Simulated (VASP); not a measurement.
# Au (Cmcm) in VASP: notebook

Au is run at these levels: PBEsol; tasks: single point.

Everything below comes from runs of VASP 6.6.1. Logs are shortened: lines on timing, memory, paths and dates and some standing lists are left out, and cuts for length are marked.

## (1) The cell of the first run

Symmetry: Cmcm, No. 63, orthorhombic system. The conventional cell has a = 2.764 Å, b = 4.933 Å, c = 4.917 Å, α = 90.00°, β = 90.00°, γ = 90.00°. Within 3.6 Å of Au (site symmetry m2m) lie 12 Au at 2.76 to 2.95 Å.

## (2) Single point, PBEsol (biaxial strain in the a-b plane: -2.0 %, then relaxed in part)

Contents of INCAR:

```
  PREC = Accurate
  ENCUT = 520
  EDIFF = 1E-6
  ISMEAR = 0
  SIGMA = 0.1
  LREAL = False
  LASPH = True
  NELM = 100
  ALGO = Fast
  ISIF = 2
  LWAVE = False
  LCHARG = False
  GGA = PS
  NBANDS = 30
```

Contents of KPOINTS:

```
regular mesh
0
Gamma
  18 10 12
```

Contents of POSCAR:

```
Au
1.0
    2.7636294627      0.0000000000      0.0000000000
    0.0000000000      4.9333260740      0.0000000000
    0.0000000000      0.0000000000      4.9174097081
Au
4
Direct
    0.0000000000      0.3361221007      0.7500000000
    0.5000000000      0.1638778993      0.2500000000
    0.5000000000      0.8361221007      0.7500000000
    0.0000000000      0.6638778993      0.2500000000
```

Potentials or basis: VASP PAW PBE potentials, release 64 (Au).

On the command line:

```
$ cat potpaw_PBE.64/Au/POTCAR > POTCAR
$ mpirun -np 1 vasp_std > vasp.out
```

OUTCAR:

```text
PREC = Accurate
   ENCUT = 520
   EDIFF = 1E-6
   ISMEAR = 0
   LREAL = False
   LASPH = True
   NELM = 100
   ISIF = 2
   GGA = PS

 ion  position               nearest neighbor table
   1  0.000  0.336  0.750-   3 2.83   3 2.83   3 2.83   3 2.83   4 2.94   4 2.94   2 2.95   2 2.95
                             2 2.95   2 2.95
   2  0.500  0.164  0.250-   4 2.83   4 2.83   4 2.83   4 2.83   3 2.94   3 2.94   1 2.95   1 2.95
                             1 2.95   1 2.95
   3  0.500  0.836  0.750-   1 2.83   1 2.83   1 2.83   1 2.83   2 2.94   2 2.94   4 2.95   4 2.95
                             4 2.95   4 2.95
   4  0.000  0.664  0.250-   2 2.83   2 2.83   2 2.83   2 2.83   1 2.94   1 2.94   3 2.95   3 2.95
                             3 2.95   3 2.95

  LATTYP: Found a simple orthorhombic cell.
 ALAT       =     2.7636294627
 B/A-ratio  =     1.7793303243
 C/A-ratio  =     1.7850895500

  Lattice vectors:

 A1 = (  -2.7636294627,   0.0000000000,   0.0000000000)
 A2 = (   0.0000000000,   0.0000000000,   4.9174097081)
 A3 = (   0.0000000000,   4.9333260740,   0.0000000000)

Analysis of symmetry for initial positions (statically):
=====================================================================
 Subroutine PRICEL returns following result:

  LATTYP: Found a base centered orthorhombic cell.
 ALAT       =     2.7636294627
 B/A-ratio  =     1.7850895500
 C/A-ratio  =     1.7793303243

  Lattice vectors:

 A1 = (  -1.3818147314,   2.4666630370,   0.0000000000)
 A2 = (  -1.3818147313,  -2.4666630370,   0.0000000000)
 A3 = (   0.0000000000,   0.0000000000,   4.9174097081)

   2 primitive cells build up your supercell.

 Routine SETGRP: Setting up the symmetry group for a
 simple orthorhombic supercell.

 Subroutine GETGRP returns: Found  8 space group operations
 (whereof  4 operations were pure point group operations)
 out of a pool of  8 trial point group operations.

The static configuration has the point symmetry C_2h.
 The point group associated with its full space group is D_2h.

Analysis of symmetry for dynamics (positions and initial velocities):
=====================================================================
 Subroutine PRICEL returns following result:

  LATTYP: Found a base centered orthorhombic cell.
 ALAT       =     2.7636294627
 B/A-ratio  =     1.7850895500
 C/A-ratio  =     1.7793303243

  Lattice vectors:

 A1 = (  -1.3818147314,   2.4666630370,   0.0000000000)
 A2 = (  -1.3818147313,  -2.4666630370,   0.0000000000)
 A3 = (   0.0000000000,   0.0000000000,   4.9174097081)

   2 primitive cells build up your supercell.

 Routine SETGRP: Setting up the symmetry group for a
 simple orthorhombic supercell.

 Subroutine GETGRP returns: Found  8 space group operations
 (whereof  4 operations were pure point group operations)
 out of a pool of  8 trial point group operations.

The dynamic configuration has the point symmetry C_2h.
 The point group associated with its full space group is D_2h.

 Subroutine INISYM returns: Found  8 space group operations
 (whereof  4 operations are pure point group operations),
 and found     2 'primitive' translations

----------------------------------------------------------------------------------------

                                     Primitive cell

  volume of cell :      33.5217

  direct lattice vectors                    reciprocal lattice vectors
    -1.381814731  2.466663037  0.000000000    -0.361843009  0.202703001  0.000000000
    -1.381814731 -2.466663037  0.000000000    -0.361843009 -0.202703001  0.000000000
     0.000000000  0.000000000  4.917409708     0.000000000  0.000000000  0.203359097

  length of vectors
     2.827337704  2.827337704  4.917409708     0.414751576  0.414751576  0.203359097

  position of ions in fractional coordinates (direct lattice)
     0.336122101  0.663877899  0.750000000
     0.663877899  0.336122101  0.250000000

  ion indices of the primitive-cell ions
   primitive index   ion index
                 1           1
                 2           4

----------------------------------------------------------------------------------------

 KPOINTS: regular mesh

Automatic generation of k-mesh.
 Grid dimensions read from file:
 generate k-points for:   18   10   12

 Generating k-lattice:

  Cartesian coordinates                     Fractional coordinates (reciprocal lattice)
     0.020102389  0.000000000  0.000000000     0.055555556  0.000000000  0.000000000
     0.000000000  0.020270300  0.000000000     0.000000000  0.100000000  0.000000000
     0.000000000  0.000000000  0.016946591     0.000000000  0.000000000  0.083333333

  Length of vectors
     0.020102389  0.020270300  0.016946591

  Shift w.r.t. Gamma in fractional coordinates (k-lattice)
     0.000000000  0.000000000  0.000000000

 Subroutine IBZKPT returns following result:
 ===========================================

 Found    420 irreducible k-points:

 Following reciprocal coordinates:
[... 67 lines left out ...]
   NGX = 11   NGY = 19   NGZ = 19

 number of electron      43.9999991 magnetization

 Free energy of the ion-electron system (eV)
  ---------------------------------------------------
  ext. energy  EPLUGINS =         0.00000000
  ---------------------------------------------------
  free energy    TOTEN  =       -15.62600223 eV

  energy without entropy =      -15.62211167  energy(sigma->0) =      -15.62405695

 E-fermi :   9.5743     XC(G=0): -12.9788

 val. band max:        9.5735393544   @ k =   0.5000   0.5000   0.2500
 cond. band min:       9.5779300038   @ k =   0.3889   0.4000   0.3333
 fundamental gap:      0.0043906494
 Fermi energy:         9.5743119782

 k-point     1 :       0.0000    0.0000    0.0000
  band No.  band energies     occupation
      1      -0.5490      2.00000
      2       1.8152      2.00000
      3       2.3587      2.00000
      4       2.4589      2.00000
      5       3.1218      2.00000
      6       4.3319      2.00000
[... 22 lines left out ...]
     29      20.7288      0.00000
     30      21.0092      0.00000

 k-point     2 :       0.0556    0.0000    0.0000
  band No.  band energies     occupation
      1      -0.4675      2.00000
      2       1.8887      2.00000
      3       2.4380      2.00000
      4       2.5412      2.00000
      5       3.1382      2.00000
      6       4.3523      2.00000
[... 22 lines left out ...]
     29      20.6796      0.00000
     30      20.7778      0.00000

 k-point     3 :       0.1111    0.0000    0.0000
  band No.  band energies     occupation
      1      -0.2271      2.00000
      2       2.0997      2.00000
      3       2.6671      2.00000
      4       2.7761      2.00000
      5       3.1839      2.00000
      6       4.3856      2.00000
[... 22 lines left out ...]
     29      19.9299      0.00000
     30      20.9011      0.00000

 k-point     4 :       0.1667    0.0000    0.0000
  band No.  band energies     occupation
      1       0.1590      2.00000
      2       2.4197      2.00000
      3       3.0174      2.00000
      4       3.1226      2.00000
      5       3.2476      2.00000
      6       4.3530      2.00000
[... 22 lines left out ...]
     29      19.1971      0.00000
     30      21.0306      0.00000

 k-point     5 :       0.2222    0.0000    0.0000
  band No.  band energies     occupation
      1       0.6688      2.00000
      2       2.8019      2.00000
      3       3.3091      2.00000
      4       3.4345      2.00000
      5       3.4973      2.00000
      6       4.2167      2.00000
[... 22 lines left out ...]
     29      18.8135      0.00000
     30      21.0536      0.00000
[... 526 lines left out ...]
     29      21.6372      0.00000
     30      21.7478      0.00000

 k-point    22 :       0.0556    0.2000    0.0000
  band No.  band energies     occupation
      1      -0.1480      2.00000
      2       2.1572      2.00000
      3       2.3907      2.00000
      4       2.6073      2.00000
      5       3.3186      2.00000
      6       4.2652      2.00000
[... 22 lines left out ...]
     29      21.3646      0.00000
     30      21.8126      0.00000

 k-point    23 :       0.1111    0.2000    0.0000
  band No.  band energies     occupation
      1       0.0844      2.00000
      2       2.3516      2.00000
      3       2.6485      2.00000
      4       2.8202      2.00000
      5       3.3495      2.00000
      6       4.2666      2.00000
[... 22 lines left out ...]
     29      20.9580      0.00000
     30      21.9856      0.00000

 k-point    24 :       0.1667    0.2000    0.0000
  band No.  band energies     occupation
      1       0.4524      2.00000
      2       2.6188      2.00000
      3       3.0332      2.00000
      4       3.1360      2.00000
      5       3.3846      2.00000
      6       4.2610      2.00000
[... 22 lines left out ...]
     29      20.8832      0.00000
     30      22.2098      0.00000

 [... further k-points ...]

------------------------ aborting loop because EDIFF is reached ----------------------------------------

  FORCE on cell =-STRESS in cart. coord.  units (eV):
  Direction    XX          YY          ZZ          XY          YZ          ZX
  --------------------------------------------------------------------------------------
  -------------------------------------------------------------------------------------
  Total        2.8011232      1.6496968     -0.1242964      0.0000000      0.0000000      0.0000000
  in kB       66.9401633     39.4238177     -2.9703883      0.0000000      0.0000000      0.0000000
  external PRESSURE =      34.4645309 kB  Pullay stress =       0.0000000 kB

 VOLUME and BASIS-vectors are now :
 -----------------------------------------------------------------------------
  energy-cutoff  :      520.00
  volume of cell :       67.04
      direct lattice vectors                 reciprocal lattice vectors
     2.763629463  0.000000000  0.000000000     0.361843009  0.000000000  0.000000000
     0.000000000  4.933326074  0.000000000     0.000000000  0.202703001  0.000000000
     0.000000000  0.000000000  4.917409708     0.000000000  0.000000000  0.203359097

 POSITION                                       TOTAL-FORCE (eV/Angst)
 -----------------------------------------------------------------------------------
      0.00000      1.65820      3.68806        -0.000000     -0.000205      0.000000
      1.38181      0.80846      1.22935         0.000000      0.000205      0.000000
      1.38181      4.12486      3.68806        -0.000000     -0.000205      0.000000
      0.00000      3.27513      1.22935        -0.000000      0.000205     -0.000000
 -----------------------------------------------------------------------------------
    total drift:                                0.000000      0.000000     -0.000000

  FREE ENERGIE OF THE ION-ELECTRON SYSTEM (eV)
  ---------------------------------------------------
  free  energy   TOTEN  =       -15.6260022294 eV

  energy  without entropy=      -15.6221116727  energy(sigma->0) =      -15.62405695
```

Run time: 11 min. Hardware: 1 thread of Intel Xeon Platinum 8259CL at 2.50GHz (Skylake/Cascade Lake), shared host; peak memory 0.66 GiB.

Results:

```yaml
Free_energy: -15.6260 eV
Pressure: 3.4 GPa
Band_gap_on_the_k_mesh: zero (band 22 reaches 12.07 eV, above the bottom of band 23 at 7.40 eV)
```

Stress tensor (GPa, compression positive):
```
 6.69  0.00  0.00
 0.00  3.94  0.00
 0.00  0.00 -0.30
```

Levels at points of the mesh, in eV from the Fermi level:
| k point | band 20 | band 21 | band 22 | band 23 | band 24 | band 25 |
| --- | --- | --- | --- | --- | --- | --- |
| (0.00, 0.00, 0.00) | -1.78 | -1.62 | -1.60 | 0.37 | 1.56 | 2.19 |
| (0.50, 0.00, 0.00) | -1.92 | 0.32 | 0.32 | 4.62 | 4.62 | 5.83 |
| (0.00, 0.50, 0.00) | -3.10 | -2.06 | -2.06 | 2.30 | 2.30 | 2.92 |
| (0.50, 0.50, 0.00) | -1.57 | 0.49 | 0.49 | 1.94 | 1.94 | 5.61 |
| (0.00, 0.00, 0.50) | -2.47 | -1.69 | -1.69 | 0.18 | 0.18 | 3.95 |
| (0.50, 0.00, 0.50) | -1.96 | 1.23 | 1.23 | 1.23 | 1.23 | 6.99 |
| (0.00, 0.50, 0.50) | -2.65 | -2.18 | -2.18 | -2.18 | -2.18 | 10.14 |
| (0.50, 0.50, 0.50) | -1.62 | 0.50 | 0.50 | 0.50 | 0.50 | 4.31 |

Caveat: the cell differs from its parent crystal (biaxial strain in the a-b plane: -2.0 %, then relaxed in part); the PAW data sets were made with another functional, which shifts forces and pressure a little; spin-orbit coupling is left out, which moves the levels of the heavy elements.

## (3) Single point, PBEsol (volume scaled by 0.88, then relaxed in part)

Contents of INCAR:

```
PREC = Accurate
ENCUT = 520
EDIFF = 1E-7
ISMEAR = 0
SIGMA = 0.1
LREAL = False
LASPH = True
NELM = 100
ALGO = Fast
ISIF = 2
LWAVE = False
LCHARG = True
GGA = PS
LELF = True
LVHAR = True
NBANDS = 18
```

Contents of KPOINTS:

```
regular mesh
0
Gamma
  16 16 10
```

Contents of POSCAR:

```
Au
1.0
    1.3649104429     -2.3963050829      0.0000000000
    1.3649104429      2.3963050829      0.0000000000
    0.0000000000      0.0000000000      4.5840193061
Au
2
Direct
    0.6647549686      0.3352450314      0.2500000000
    0.3352450314      0.6647549686      0.7500000000
```

Potentials or basis: VASP PAW PBE potentials, release 64 (Au).

On the command line:

```
$ cat potpaw_PBE.64/Au/POTCAR > POTCAR
$ mpirun -np 1 vasp_std > vasp.out
```

Wall time 1.9 min (1 thread of Intel Xeon 6975P-C (Granite Rapids), shared host); peak memory 0.3 GiB.

It converged, with:

| Quantity | Value |
| --- | --- |
| Free energy | -7.4843 eV |
| Pressure | 31.3 GPa |
| Band gap on the k mesh | zero (band 11 reaches 15.88 eV, above the bottom of band 12 at 8.70 eV) |

Levels at points of the mesh, in eV from the Fermi level:
```tsv
k point	band 8	band 9	band 10	band 11	band 12	band 13	band 14	band 15
(0.00, 0.00, 0.00)	-4.15	-4.03	-2.35	-2.31	-1.82	3.46	14.33	15.78
(0.50, 0.00, 0.00)	-1.99	-1.93	-1.70	0.40	1.95	6.18	7.79	8.47
(0.50, 0.50, 0.00)	-1.98	-1.97	-1.72	0.38	1.75	6.11	7.83	8.22
(0.00, 0.00, 0.50)	-5.28	-2.94	-2.94	-2.86	-2.86	11.61	11.61	14.79
(0.50, 0.00, 0.50)	-2.76	-1.79	-1.79	0.21	0.21	4.76	4.76	13.89
(0.50, 0.50, 0.50)	-2.70	-1.83	-1.83	0.03	0.03	4.62	4.62	13.67
```

Caveat: the PAW data sets were made with another functional, which shifts forces and pressure a little; spin-orbit coupling is left out, which moves the levels of the heavy elements.

## (4) Single point, PBEsol (volume scaled by 0.91, then relaxed in part)

Contents of INCAR:

```
SYSTEM = Au
  PREC = Accurate
  ENCUT = 520
  EDIFF = 1E-6
  ISMEAR = 0
  SIGMA = 0.1
  LREAL = .FALSE.
  LASPH = .TRUE.
  NELM = 80
  ALGO = Fast
  ISIF = 2
  LWAVE = .FALSE.
  LCHARG = .TRUE.
  GGA = PS
  LELF = .TRUE.
  LVHAR = .TRUE.
  NBANDS = 18
```

Contents of KPOINTS:

```
Automatic mesh
0
G
  16 16 10
  0 0 0
```

Contents of POSCAR:

```
Au
1.0
    1.3762950372     -2.4296768004      0.0000000000
    1.3762950372      2.4296768004      0.0000000000
    0.0000000000      0.0000000000      4.6365118381
Au
2
Direct
    0.6640031480      0.3359968520      0.2500000000
    0.3359968520      0.6640031480      0.7500000000
```

On the command line:

```
$ cat potpaw_PBE.64/Au/POTCAR > POTCAR
$ mpirun -np 1 vasp_std > vasp.out
```

Run time: 85 s. Hardware: 1 thread of Intel Xeon 6975P-C (Granite Rapids), shared host; peak memory 0.31 GiB.

Results (log left out):

```
Free energy            : -7.6506 eV
Pressure               : 20.9 GPa
Band gap on the k mesh : zero (band 11 reaches 15.16 eV, above the bottom of band 12 at 8.15 eV)
```

Forces on the atoms (eV/Å):
```
Au   0.000 -0.003  0.000
Au   0.000  0.003  0.000
```

Stress tensor (GPa, compression positive):
```
20.98  0.00  0.00
 0.00 20.87  0.00
 0.00  0.00 20.98
```

Levels at points of the mesh, in eV from the Fermi level:
```
           k point  band 9  band 10  band 11  band 12  band 13  band 14
(0.00, 0.00, 0.00)   -3.84    -2.29    -2.24    -1.62     3.28    14.40
(0.50, 0.00, 0.00)   -1.89    -1.68     0.41     1.90     6.10     7.67
(0.50, 0.50, 0.00)   -1.93    -1.70     0.37     1.63     6.00     7.71
(0.00, 0.00, 0.50)   -2.86    -2.86    -2.76    -2.76    11.41    11.41
(0.50, 0.00, 0.50)   -1.76    -1.76     0.32     0.32     4.59     4.59
(0.50, 0.50, 0.50)   -1.80    -1.80     0.07     0.07     4.39     4.39
```

Caveat: the PAW data sets were made with another functional, which shifts forces and pressure a little; spin-orbit coupling is left out, which moves the levels of the heavy elements.

## (5) Single point, PBEsol (volume scaled by 0.94, then relaxed in part)

Contents of INCAR:

```
PREC     = Accurate       # precision mode
ENCUT    = 520            # plane-wave cutoff, eV
EDIFF    = 1E-7           # SCF threshold, eV
ISMEAR   = 0              # smearing method
SIGMA    = 0.1            # smearing width, eV
LREAL    = F              # projectors in reciprocal space
LASPH    = T              # aspherical terms in the spheres
NELM     = 100            # most SCF steps
ALGO     = Fast           # electronic algorithm
ISIF     = 2              # what is computed and relaxed
LWAVE    = F              # write WAVECAR
LCHARG   = T              # write CHGCAR
GGA      = PS             # functional
LELF     = T              # ELF
LVHAR    = T            
NBANDS   = 18             # bands
```

Contents of KPOINTS:

```
regular mesh
0
Gamma
  16 16 10
```

Contents of POSCAR:

```
Au
1.0
    1.3881289784     -2.4594396560      0.0000000000
    1.3881289784      2.4594396560      0.0000000000
    0.0000000000      0.0000000000      4.6910697790
Au
2
Direct
    0.6638053664      0.3361946336      0.2500000000
    0.3361946336      0.6638053664      0.7500000000
```

On the command line:

```
$ cat potpaw_PBE.64/Au/POTCAR > POTCAR
$ mpirun -np 1 vasp_std > vasp.out
```

It took 2 min on 1 thread of Intel Xeon 6975P-C (Granite Rapids), shared host; peak memory 0.31 GiB.

It converged, with:

* Free energy: -7.7566 eV
* Pressure: 12.4 GPa
* Band gap on the k mesh: zero (band 11 reaches 14.48 eV, above the bottom of band 12 at 7.63 eV)

Levels at points of the mesh, in eV from the Fermi level:
```csv
k point,band 7,band 8,band 9,band 10,band 11,band 12,band 13,band 14,band 15,band 16
"(0.00, 0.00, 0.00)",-4.38,-3.86,-3.69,-2.23,-2.19,-1.45,3.09,14.46,15.82,16.85
"(0.50, 0.00, 0.00)",-3.98,-1.94,-1.86,-1.66,0.41,1.84,6.01,7.55,8.00,10.25
"(0.50, 0.50, 0.00)",-4.16,-1.92,-1.90,-1.68,0.35,1.54,5.88,7.57,7.64,10.88
"(0.00, 0.00, 0.50)",-4.79,-4.79,-2.78,-2.78,-2.67,-2.67,11.17,11.17,14.85,14.85
"(0.50, 0.00, 0.50)",-2.57,-2.57,-1.73,-1.73,0.40,0.40,4.42,4.42,13.65,13.65
"(0.50, 0.50, 0.50)",-2.48,-2.48,-1.78,-1.78,0.12,0.12,4.18,4.18,13.34,13.34
```

Caveat: the PAW data sets were made with another functional, which shifts forces and pressure a little; spin-orbit coupling is left out, which moves the levels of the heavy elements.

## (6) Summary

```tsv
cell	k mesh	further INCAR settings	gap on the mesh (eV)	pressure (GPa)
a = 2.764, b = 4.933, c = 4.917 Å, 4 atoms	18 × 10 × 12	ALGO = Fast; EDIFF = 1e-06; NBANDS = 30	none	3.4
a = 2.758, b = 2.758, c = 4.584 Å, angles 90.0, 90.0, 120.7°, 2 atoms	16 × 16 × 10	ALGO = Fast; EDIFF = 1e-07; NBANDS = 18	none	31.3
a = 2.792, b = 2.792, c = 4.637 Å, angles 90.0, 90.0, 120.9°, 2 atoms	16 × 16 × 10	ALGO = Fast; EDIFF = 1e-06; NBANDS = 18	none	20.9
a = 2.824, b = 2.824, c = 4.691 Å, angles 90.0, 90.0, 121.1°, 2 atoms	16 × 16 × 10	ALGO = Fast; EDIFF = 1e-07; NBANDS = 18	none	12.4
```

Alike in all rows: task single point; level PBEsol; potentials or basis VASP PAW PBE potentials, release 64 (Au); no spin polarisation; cutoff (eV) 520; smearing gaussian 0.1 eV.

Caveats: the PAW data sets were made with another functional, which shifts forces and pressure a little; spin-orbit coupling is left out, which moves the levels of the heavy elements.

Total energies depend on the potentials used, so only differences within one code and one set of settings carry meaning.
